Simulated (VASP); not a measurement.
# ZnS (F-43m) in VASP: further runs

Runs on ZnS. Level: PBE. Tasks: single point.

Everything below comes from runs of VASP 6.6.1. Logs are shortened: lines on timing, memory, paths and dates and some standing lists are left out, and cuts for length are marked.

**Measured values to compare with.**

From “Electronic, vibrational, and thermodynamic properties of ZnS (zincblende and rocksalt structure)”, 2009, arxiv:0911.5022, for a bulk crystal of ZnS at 19 K: band gap 3.85 eV (direct).

The results are compared with them further down.

### 1 The cell of the first run

Symmetry: F-43m, No. 216, cubic system. The conventional cell has a = 5.294 Å, b = 5.294 Å, c = 5.294 Å, α = 90.00°, β = 90.00°, γ = 90.00°. Zn (site symmetry -43m) has 4 S at 2.29 Å within 3.0 Å. S (site symmetry -43m) has 4 Zn at 2.29 Å within 3.0 Å.

### 2 Single point, PBE

INCAR

```
  PREC = Accurate
  ENCUT = 520
  EDIFF = 1E-7
  ISMEAR = -1
  SIGMA = 0.02
  LREAL = F
  LASPH = T
  NELM = 60
  ALGO = Normal
  ISIF = 2
  LWAVE = F
  LCHARG = F
  GGA = PE
  NBANDS = 16
```

KPOINTS

```
regular mesh
0
Gamma
  6 6 6
```

POSCAR

```
ZnS
1.0
    0.0000000000      2.6468416657      2.6468416657
    2.6468416657      0.0000000000      2.6468416657
    2.6468416657      2.6468416657      0.0000000000
Zn S
1 1
Direct
    0.2500000000      0.2500000000      0.2500000000
    0.0000000000      0.0000000000      0.0000000000
```

Potentials or basis: VASP PAW PBE potentials, release 64 (Zn, S).

On the command line:

```sh
$ cat potpaw_PBE.64/Zn/POTCAR potpaw_PBE.64/S/POTCAR > POTCAR
$ mpirun -np 1 vasp_std > vasp.out
```

OUTCAR:

```text
PREC = Accurate
   ENCUT = 520
   EDIFF = 1E-7
   ISMEAR = -1
   LREAL = F
   LASPH = T
   NELM = 60
   ISIF = 2
   GGA = PE

 ion  position               nearest neighbor table
   1  0.250  0.250  0.250-   2 2.29   2 2.29   2 2.29   2 2.29
   2  0.000  0.000  0.000-   1 2.29   1 2.29   1 2.29   1 2.29

  LATTYP: Found a face centered cubic cell.
 ALAT       =     5.2936833314

  Lattice vectors:

 A1 = (   0.0000000000,   2.6468416657,   2.6468416657)
 A2 = (   2.6468416657,   0.0000000000,   2.6468416657)
 A3 = (   2.6468416657,   2.6468416657,   0.0000000000)

Analysis of symmetry for initial positions (statically):
=====================================================================
 Subroutine PRICEL returns:
 Original cell was already a primitive cell.

 Routine SETGRP: Setting up the symmetry group for a
 face centered cubic supercell.

 Subroutine GETGRP returns: Found 24 space group operations
 (whereof 24 operations were pure point group operations)
 out of a pool of 48 trial point group operations.

The static configuration has the point symmetry T_d .

Analysis of symmetry for dynamics (positions and initial velocities):
=====================================================================
 Subroutine PRICEL returns:
 Original cell was already a primitive cell.

 Routine SETGRP: Setting up the symmetry group for a
 face centered cubic supercell.

 Subroutine GETGRP returns: Found 24 space group operations
 (whereof 24 operations were pure point group operations)
 out of a pool of 48 trial point group operations.

The dynamic configuration has the point symmetry T_d .

 Subroutine INISYM returns: Found 24 space group operations
 (whereof 24 operations are pure point group operations),
 and found     1 'primitive' translations

----------------------------------------------------------------------------------------

                                     Primitive cell

  volume of cell :      37.0863

  direct lattice vectors                    reciprocal lattice vectors
     0.000000000  2.646841666  2.646841666    -0.188904386  0.188904386  0.188904386
     2.646841666  0.000000000  2.646841666     0.188904386 -0.188904386  0.188904386
     2.646841666  2.646841666  0.000000000     0.188904386  0.188904386 -0.188904386

  length of vectors
     3.743199381  3.743199381  3.743199381     0.327191995  0.327191995  0.327191995

  position of ions in fractional coordinates (direct lattice)
     0.250000000  0.250000000  0.250000000
     0.000000000  0.000000000  0.000000000

  ion indices of the primitive-cell ions
   primitive index   ion index
                 1           1
                 2           2

----------------------------------------------------------------------------------------

 KPOINTS: regular mesh

Automatic generation of k-mesh.
 Grid dimensions read from file:
 generate k-points for:    6    6    6

 Generating k-lattice:

  Cartesian coordinates                     Fractional coordinates (reciprocal lattice)
    -0.031484064  0.031484064  0.031484064     0.166666667  0.000000000  0.000000000
     0.031484064 -0.031484064  0.031484064     0.000000000  0.166666667  0.000000000
     0.031484064  0.031484064 -0.031484064     0.000000000  0.000000000  0.166666667

  Length of vectors
     0.054531999  0.054531999  0.054531999

  Shift w.r.t. Gamma in fractional coordinates (k-lattice)
     0.000000000  0.000000000  0.000000000

 Subroutine IBZKPT returns following result:
 ===========================================

 Found     16 irreducible k-points:

 Following reciprocal coordinates:
            Coordinates               Weight
  0.000000  0.000000  0.000000      1.000000
  0.166667  0.000000  0.000000      8.000000
  0.333333  0.000000  0.000000      8.000000
  0.500000  0.000000  0.000000      4.000000
  0.166667  0.166667  0.000000      6.000000
  0.333333  0.166667  0.000000     24.000000
[... 8 lines left out ...]
 -0.333333  0.333333  0.166667     24.000000
 -0.333333  0.500000  0.166667     12.000000
   k-points           NKPTS =     16   k-points in BZ     NKDIM =     16   number of bands    NBANDS=     16
   number of dos      NEDOS =    301   number of ions     NIONS =      2
   total plane-waves  NPLWV =  21952
   dimension x,y,z NGX =    28 NGY =   28 NGZ =   28
   dimension x,y,z NGXF=    56 NGYF=   56 NGZF=   56
   ions per type =               1   1
   NGX,Y,Z   is equivalent  to a cutoff of  12.44, 12.44, 12.44 a.u.
   NGXF,Y,Z  is equivalent  to a cutoff of  24.87, 24.87, 24.87 a.u.
 SYSTEM =  unknown system
   PREC   = accura    normal or accurate (medium, high low for compatibility)
   ISTART =      0    job   : 0-new  1-cont  2-samecut
   ICHARG =      2    charge: 1-file 2-atom 10-const
   ISPIN  =      1    spin polarized calculation?
   LNONCOLLINEAR =      F non collinear calculations
   LSORBIT =      F    spin-orbit coupling
   LASPH  =      T    aspherical Exc in radial PAW
   ENCUT  =  520.0 eV  38.22 Ry    6.18 a.u.   6.96  6.96  6.96*2*pi/ulx,y,z
   NELM   =     60;   NELMIN=  2; NELMDL= -5     # of ELM steps
   EDIFF  = 0.1E-06   stopping-criterion for ELM
   LREAL  =      F    real-space projection
   EDIFFG = 0.1E-05   stopping-criterion for IOM
   NSW    =      0    number of steps for IOM
   IBRION =     -1    ionic relax: 0-MD 1-quasi-New 2-CG
   NFREE  =      0    steps in history (QN), initial steepest desc. (CG)
   ISIF   =      2    stress and relaxation
   ISYM   =      2    0-nonsym 1-usesym 2-fastsym
   POTIM  = 0.5000    time-step for ionic-motion
   TEBEG  =    0.0;   TEEND  =   0.0 temperature during run
   PSTRESS=    0.0 pullay stress
   NELECT =      18.0000    total number of electrons
   NUPDOWN=      -1.0000    fix difference up-down
   EMIN   =  10.00;   EMAX   =-10.00  energy-range for DOS
   EFERMI =   0.00;   METHOD = LEGACY
   ISMEAR =    -1;   SIGMA  =   0.02  broadening in eV -4-tet -1-fermi 0-gaus
   EFERMI_NEDOS =   21; number of points for ismear=-14 and -15
   IALGO  =     38    algorithm
   IMIX   =      4    mixing-type and parameters
     AMIX     =   0.40;   BMIX     =  1.00
     AMIX_MAG =   1.60;   BMIX_MAG =  1.00
  volume/ion in A,a.u.               =      18.54       125.14
  Fermi-wavevector in a.u.,A,eV,Ry     =   1.286553  2.431233 22.520619  1.655219
  Thomas-Fermi vector in A             =   2.418621
   LORBIT       =      0    0 simple, 1 ext, 2 COOP (PROOUT), +10 PAW based schemes
   GGA     = PE    functional components
[... 5 lines left out ...]
 non-spin polarized calculation
  energy-cutoff  :      520.00
  volume of cell :       37.09
 maximum number of plane-waves:      1018
   NGX = 13   NGY = 13   NGZ = 13

 number of electron      18.0000013 magnetization

 Free energy of the ion-electron system (eV)
  ---------------------------------------------------
  ext. energy  EPLUGINS =         0.00000000
  ---------------------------------------------------
  free energy    TOTEN  =        -6.77934156 eV

  energy without entropy =       -6.77934156  energy(sigma->0) =       -6.77934156

 E-fermi :   3.2047     XC(G=0):  -9.9234

 val. band max:        2.7087461288   @ k =   0.0000   0.0000   0.0000
 cond. band min:       5.0987103269   @ k =   0.0000   0.0000   0.0000
 fundamental gap:      2.3899641981
 Fermi energy:         3.2047226085

 k-point     1 :       0.0000    0.0000    0.0000
  band No.  band energies     occupation
      1     -10.8836      2.00000
      2      -3.9006      2.00000
      3      -3.9006      2.00000
      4      -3.9006      2.00000
      5      -3.3263      2.00000
      6      -3.3263      2.00000
[... 8 lines left out ...]
     15      14.5378      0.00000
     16      14.9279      0.00000

 k-point     2 :       0.1667    0.0000    0.0000
  band No.  band energies     occupation
      1     -10.6582      2.00000
      2      -3.9030      2.00000
      3      -3.8606      2.00000
      4      -3.8606      2.00000
      5      -3.3287      2.00000
      6      -3.3287      2.00000
[... 8 lines left out ...]
     15      13.7170      0.00000
     16      15.6484      0.00000

 k-point     3 :       0.3333    0.0000    0.0000
  band No.  band energies     occupation
      1     -10.1415      2.00000
      2      -3.7941      2.00000
      3      -3.7941      2.00000
      4      -3.7615      2.00000
      5      -3.3127      2.00000
      6      -3.3127      2.00000
[... 8 lines left out ...]
     15      14.3811      0.00000
     16      14.7612      0.00000

 k-point     4 :       0.5000    0.0000    0.0000
  band No.  band energies     occupation
      1      -9.8378      2.00000
      2      -3.7707      2.00000
      3      -3.7707      2.00000
      4      -3.2906      2.00000
      5      -3.2906      2.00000
      6      -3.1253      2.00000
[... 8 lines left out ...]
     15      16.2715      0.00000
     16      16.2715      0.00000

 k-point     5 :       0.1667    0.1667    0.0000
  band No.  band energies     occupation
      1     -10.5829      2.00000
      2      -3.9475      2.00000
      3      -3.8236      2.00000
      4      -3.8236      2.00000
      5      -3.3585      2.00000
      6      -3.3041      2.00000
[... 8 lines left out ...]
     15      14.8966      0.00000
     16      17.1407      0.00000

 k-point     6 :       0.3333    0.1667    0.0000
  band No.  band energies     occupation
      1     -10.1582      2.00000
      2      -3.9140      2.00000
      3      -3.7434      2.00000
      4      -3.7341      2.00000
      5      -3.3510      2.00000
      6      -3.2849      2.00000
[... 8 lines left out ...]
     15      15.3652      0.00000
     16      16.9654      0.00000
[... 115 lines left out ...]
 k-point    13 :       0.5000    0.5000    0.0000
  band No.  band energies     occupation
      1      -9.4839      2.00000
      2      -3.9894      2.00000
      3      -3.5067      2.00000
      4      -3.5067      2.00000
      5      -3.2372      2.00000
      6      -3.0875      2.00000
[... 8 lines left out ...]
     15      16.5069      0.00000
     16      17.4663      0.00000

 k-point    14 :       0.5000    0.3333    0.1667
  band No.  band energies     occupation
      1      -9.7808      2.00000
      2      -3.8260      2.00000
      3      -3.7012      2.00000
      4      -3.5768      2.00000
      5      -3.3029      2.00000
      6      -3.2480      2.00000
[... 8 lines left out ...]
     15      16.9811      0.00000
     16      17.6112      0.00000

 k-point    15 :      -0.3333    0.3333    0.1667
  band No.  band energies     occupation
      1      -9.5734      2.00000
      2      -3.7657      2.00000
      3      -3.6526      2.00000
      4      -3.3945      2.00000
      5      -3.3435      2.00000
      6      -2.9763      2.00000
[... 8 lines left out ...]
     15      16.7661      0.00000
     16      17.4421      0.00000

 k-point    16 :      -0.3333    0.5000    0.1667
  band No.  band energies     occupation
      1      -9.4788      2.00000
      2      -3.8319      2.00000
      3      -3.5614      2.00000
      4      -3.4701      2.00000
      5      -3.3015      2.00000
      6      -2.9185      2.00000
[... 8 lines left out ...]
     15      16.8327      0.00000
     16      17.9057      0.00000

------------------------ aborting loop because EDIFF is reached ----------------------------------------

  FORCE on cell =-STRESS in cart. coord.  units (eV):
  Direction    XX          YY          ZZ          XY          YZ          ZX
  --------------------------------------------------------------------------------------
  -------------------------------------------------------------------------------------
  Total        1.6750774      1.6750774      1.6750774      0.0000000      0.0000000     -0.0000000
  in kB       72.3655000     72.3655000     72.3655000      0.0000000      0.0000000     -0.0000000
  external PRESSURE =      72.3655000 kB  Pullay stress =       0.0000000 kB

 VOLUME and BASIS-vectors are now :
 -----------------------------------------------------------------------------
  energy-cutoff  :      520.00
  volume of cell :       37.09
      direct lattice vectors                 reciprocal lattice vectors
     0.000000000  2.646841666  2.646841666    -0.188904386  0.188904386  0.188904386
     2.646841666  0.000000000  2.646841666     0.188904386 -0.188904386  0.188904386
     2.646841666  2.646841666  0.000000000     0.188904386  0.188904386 -0.188904386

 POSITION                                       TOTAL-FORCE (eV/Angst)
 -----------------------------------------------------------------------------------
      1.32342      1.32342      1.32342         0.000000     -0.000000      0.000000
      0.00000      0.00000      0.00000        -0.000000      0.000000     -0.000000
 -----------------------------------------------------------------------------------
    total drift:                               -0.000002     -0.000002     -0.000002

  FREE ENERGIE OF THE ION-ELECTRON SYSTEM (eV)
  ---------------------------------------------------
  free  energy   TOTEN  =        -6.7793415585 eV

  energy  without entropy=       -6.7793415585  energy(sigma->0) =       -6.77934156
```

Wall time 5.6 s (1 thread of Intel Xeon 6975P-C (Granite Rapids), shared host); peak memory 0.15 GiB.

What came out:

```yaml
Free_energy: -6.7793 eV
Pressure: 7.2 GPa
Band_gap_on_the_k_mesh: 2.39 eV, direct
```

### 3 Single point, PBE

This run uses another cell than the first one, of 18.94 Å³/atom, 1.021 times its volume.

INCAR

```
PREC     = Accurate       # precision mode
ENCUT    = 520            # plane-wave cutoff, eV
EDIFF    = 1E-7           # SCF threshold, eV
ISMEAR   = -1             # smearing method
SIGMA    = 0.02           # smearing width, eV
LREAL    = F              # projectors in reciprocal space
LASPH    = T              # aspherical terms in the spheres
NELM     = 100            # most SCF steps
ALGO     = Normal         # electronic algorithm
ISIF     = 2              # what is computed and relaxed
LWAVE    = F              # write WAVECAR
LCHARG   = F              # write CHGCAR
GGA      = PE             # functional
NBANDS   = 16             # bands
```

KPOINTS

```
Automatic mesh
0
Gamma
  6 6 6
```

POSCAR

```
ZnS
1.0
    0.0000000000      2.6654820099      2.6654820099
    2.6654820099      0.0000000000      2.6654820099
    2.6654820099      2.6654820099      0.0000000000
Zn S
1 1
Direct
    0.2500000000      0.2500000000      0.2500000000
    0.0000000000      0.0000000000      0.0000000000
```

Potentials or basis: VASP PAW PBE potentials, release 64 (Zn, S).

On the command line:

```sh
$ cat potpaw_PBE.64/Zn/POTCAR potpaw_PBE.64/S/POTCAR > POTCAR
$ mpirun -np 1 vasp_std > vasp.out
```

Wall time 5.2 s (1 thread of Intel Xeon 6975P-C (Granite Rapids), shared host); peak memory 0.15 GiB.

The run converged. Its results:

- Free energy: -6.8101 eV
- Pressure: 5.2 GPa
- Band gap on the k mesh: 2.29 eV, direct

Levels at points of the mesh, in eV from the valence-band top:
```tsv
k point	band 5	band 6	band 7	band 8	band 9	band 10	band 11	band 12	band 13	band 14
(0.00, 0.00, 0.00)	-5.97	-5.97	0.00	0.00	0.00	2.29	6.36	6.36	6.36	11.81
(0.50, 0.00, 0.00)	-5.93	-5.76	-5.56	-0.93	-0.93	3.39	6.90	6.90	9.03	12.36
(0.50, 0.50, 0.00)	-5.88	-5.73	-4.72	-2.37	-2.37	3.31	4.06	11.28	12.25	12.25
```

(Part 1 of 2 ends here.)
